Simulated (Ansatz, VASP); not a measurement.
## Nb16C: VASP beside Ansatz

```xyz
17
Lattice="6.6000 0.0000 0.0000 0.0000 6.6000 0.0000 0.0000 0.0000 6.6000" Properties=species:S:1:pos:R:3 pbc="T T T"
Nb    0.0080   -0.0399   -0.0016
Nb    3.3891   -0.0401   -0.0016
Nb    0.0076    3.3408   -0.0016
Nb    0.1264    0.0788    3.2982
Nb    1.6985    1.6503    1.6124
Nb    3.3887    3.3404   -0.0016
Nb    3.2695    0.0785    3.2987
Nb    4.9982    1.6503    1.6620
Nb    0.1264    3.2219    3.2982
Nb    1.6977    4.9503    1.6620
Nb    1.6981    1.6502    4.9845
Nb    3.2695    3.2221    3.2987
Nb    4.9975    4.9503    1.9613
Nb    4.9981    1.6503    4.9350
Nb    1.6982    4.9503    4.9355
Nb    4.9982    4.9503    4.6353
C     4.9980    4.9502   -0.0017
```

Alike in both runs: functional PBE; dispersion D3(BJ); k mesh 2 × 2 × 2; occupations fermi-dirac, width 0.05 eV; no spin polarisation.

Ansatz relaxed the structure, and its values are those at the end. VASP's run is a single point on that final structure, the one shown.

```csv
,VASP,Ansatz
version,VASP 6.6.1,Ansatz 0.2.0
potentials or method,"VASP PAW PBE potentials, release 64 (Nb_sv, C), cutoff 520 eV","scalar-relativistic, plane waves, PAW"
valence electrons in the cell,212,212
```

|  | VASP | Ansatz | Ansatz less VASP |
| --- | --- | --- | --- |
| rms of the force components (eV/Å) | 0.005 | 0.008 | +0.0024 |

The k mesh is coarse, so the values compare programs but aren't converged.
